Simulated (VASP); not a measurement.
Crystal: BeRh3.

```
CELL_PARAMETERS angstrom
3.55786 0.00000 0.00000
0.00000 3.55786 0.00000
0.00000 0.00000 3.55786
ATOMIC_POSITIONS crystal
Be 0.00000 0.00000 0.00000
Rh 0.00000 0.50000 0.50000
Rh 0.50000 0.00000 0.50000
Rh 0.50000 0.50000 0.00000
```

| Property | Result |
| --- | --- |
| Program | VASP 6.6.1 |
| Task | relaxation of cell and atoms |
| Functional | PBE |
| Potentials or basis | VASP PAW PBE potentials, release 64 (Be, Rh_pv) |
| Cutoff | 600 eV |
| k mesh | 6 × 6 × 6 |
| Occupations | gaussian, width 0.1 eV |
| Spin | no spin polarisation |

At the start: pressure 44.2 GPa; volume 11.26 Å³/atom.

Task: Where does the relaxation end?

Result: Over 5 steps the energy falls by 206.6 meV/atom and the volume is 12.97 Å³/atom (+15.2 %); space group Pm-3m (No. 221, to 0.05 Å).

Step by step:
```
step  energy change (eV)  largest force (eV/Å)  pressure (GPa)  volume (Å³)
   1              0.0000                0.0000           44.23        45.04
   2              1.2963                0.0000          -30.85        68.48
   3             -0.8212                0.0000           -2.71        52.54
   4             -0.8264                0.0000           -0.53        52.01
   5             -0.8266                0.0000            0.15        51.87
```

Final structure:
```xyz
4
Lattice="3.7294 0.0000 0.0000 0.0000 3.7294 0.0000 0.0000 0.0000 3.7294" Properties=species:S:1:pos:R:3 pbc="T T T"
Be    0.0000    0.0000    0.0000
Rh    0.0000    1.8647    1.8647
Rh    1.8647    0.0000    1.8647
Rh    1.8647    1.8647    0.0000
```

Caveat: the volume moved by over 15 % at a fixed basis, so the end points are rough.
